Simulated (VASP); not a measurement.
TaN: electric field gradients with LDA

TaN:

```xyz
6
Lattice="5.1850 0.0000 0.0000 -2.5925 4.4903 0.0000 0.0000 0.0000 2.8789" Properties=species:S:1:pos:R:3 pbc="T T T"
Ta    0.0000    0.0000    0.0000
Ta    0.0000    2.9936    1.4395
Ta    2.5925    1.4968    1.4395
N     2.5925    0.0000    0.0000
N     1.2962    2.2452    0.0000
N    -1.2962    2.2452    0.0000
```

This cell differs from its parent crystal: zz strain of -1 %.

```yaml
Program: VASP 6.6.1
Task: electric field gradients
Functional: LDA
Potentials_or_basis: VASP PAW LDA potentials, release 64 (Ta_pv, N)
Cutoff: 520 eV
k_mesh: 5 × 5 × 8
Occupations: fermi-dirac, width 0.03 eV
Spin: no spin polarisation
Dipole_correction: no
Further_INCAR_settings: ALGO = Normal; EDIFF = 1e-08; NBANDS = 33
```

The pressure is 1.2 GPa. The band gap on the k mesh is zero (band 24 reaches 9.06 eV, above the bottom of band 25 at 6.84 eV).

Stress tensor (GPa, compression positive):
```
0.08 0.00 0.00
0.00 0.08 0.00
0.00 0.00 3.35
```

Levels at points of the mesh, in eV from the Fermi level:
```tsv
k point	band 22	band 23	band 24	band 25	band 26	band 27
(0.00, 0.00, 0.00)	-2.62	-2.22	-1.39	-1.39	0.81	0.81
(0.00, 0.00, 0.50)	-3.22	-2.01	0.83	0.83	1.62	1.74
```

Electric field gradients, principal values (V/Å²):
```csv
atom,least,middle,greatest (by size)
1 Ta,170.827,170.829,-341.656
2 Ta,192.110,192.111,-384.222
3 Ta,192.110,192.111,-384.222
4 N,-5.116,-28.145,33.261
5 N,-5.116,-28.147,33.263
6 N,-5.116,-28.145,33.261
```

It took 85 s on 1 thread of Intel Xeon 8259CL, on a shared host, peak memory 0.19 GiB.

Caveat: the cell differs from its parent crystal (zz strain of -1 %); without QUAD_EFG the Cq values of the log hold for a quadrupole moment of 1 mb, not for the nuclei; spin-orbit coupling is left out, which moves the levels of the heavy elements.
